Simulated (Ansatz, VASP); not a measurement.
## MgCd2S3 in VASP and in Ansatz

INCAR

```
SYSTEM = MgCd2S3
ALGO     = Normal         ! electronic algorithm
EDIFF    = 1E-7           ! SCF threshold, eV
EDIFFG   = -0.04          ! ionic threshold
ENCUT    = 600            ! plane-wave cutoff, eV
GGA      = PE             ! functional
IBRION   = 2              ! ionic algorithm
ISIF     = 3              ! what is computed and relaxed
ISMEAR   = 0              ! smearing method
LASPH    = .True.         ! aspherical terms in the spheres
LCHARG   = .False.        ! write CHGCAR
LREAL    = .False.        ! projectors in reciprocal space
LWAVE    = .False.        ! write WAVECAR
NELM     = 80             ! most SCF steps
NSW      = 90             ! ionic steps
PREC     = Accurate       ! precision mode
SIGMA    = 0.1            ! smearing width, eV
```

The input KPOINTS:

```
k-points
0
Gamma
  6 6 2
  0 0 0
```

File POSCAR:

```
MgCd2S3
1.0
    4.7692145100      0.0000000000      0.0000000000
   -2.3846072600      4.1302609200      0.0000000000
    0.0000000000      0.0000000000      7.6854040800
Mg Cd S
1 2 3
Direct
    0.0000000000      0.0000000000      0.0000000000
    0.3333333300      0.6666666700      0.2586412700
    0.6666666700      0.3333333300      0.7413587300
    0.0000000000      0.0000000000      0.5000000000
    0.6666666700      0.3333333300      0.3570564700
    0.3333333300      0.6666666700      0.6429435300
```

Input for Ansatz:

```yaml
crystal:
  lattice:
    - [4.76921451, 0.0, 0.0]
    - [-2.38460726, 4.13026092, 0.0]
    - [0.0, 0.0, 7.68540408]
  atoms:
    - { symbol: Mg, position: [0.0, 0.0, 0.0] }
    - { symbol: Cd, position: [0.33333333, 0.66666667, 0.25864127] }
    - { symbol: Cd, position: [0.66666667, 0.33333333, 0.74135873] }
    - { symbol: S, position: [0.0, 0.0, 0.5] }
    - { symbol: S, position: [0.66666667, 0.33333333, 0.35705647] }
    - { symbol: S, position: [0.33333333, 0.66666667, 0.64294353] }
basis:
  ecutwfc: 420
kpoints:
  mp_grid: { grid: [6, 6, 2] }
hamiltonian:
  xc: pbe
scf:
  occupations: { method: gaussian, width: 0.1 }
  lower_state_search: "off"
output:
  forces: true
  stress: true
  eigenvalues: true
relax:
  adjacent_minimum: "off"
  f_tol: 0.04
  max_steps: 70
  cell: { stress_tol: 0.4 }
```

Change from the starting cell: species swapped into the Li3LaSb2 type (P-3m1, No. 164).

Alike in both runs: task relaxation of cell and atoms; functional PBE; k mesh 6 × 6 × 2; occupations gaussian, width 0.1 eV; no spin polarisation.

|  | VASP | Ansatz |
| --- | --- | --- |
| version | VASP 6.6.1 | Ansatz 0.2.0 |
| potentials or method | VASP PAW PBE potentials, release 64 (Mg, Cd, S), cutoff 600 eV | scalar-relativistic, plane waves, PAW |
| valence electrons in the cell | 44 | 68 |

```csv
,VASP,Ansatz,Ansatz less VASP
"gap on the k mesh at the Fermi level, each at its own relaxed structure (eV)",0.90,0.92,+0.024
relaxed volume (Å³/atom),19.88,19.82,-0.057
relaxed length of the cell vector where the two differ most in proportion (Å),9.388,9.367,-0.0213
```

VASP's potentials hold 44 valence electrons a cell and Ansatz's 68, so a difference there can come from the potentials and not from the codes.

Noted on VASP's run: the volume moved by over 15 % at a fixed basis, so the end points are rough.
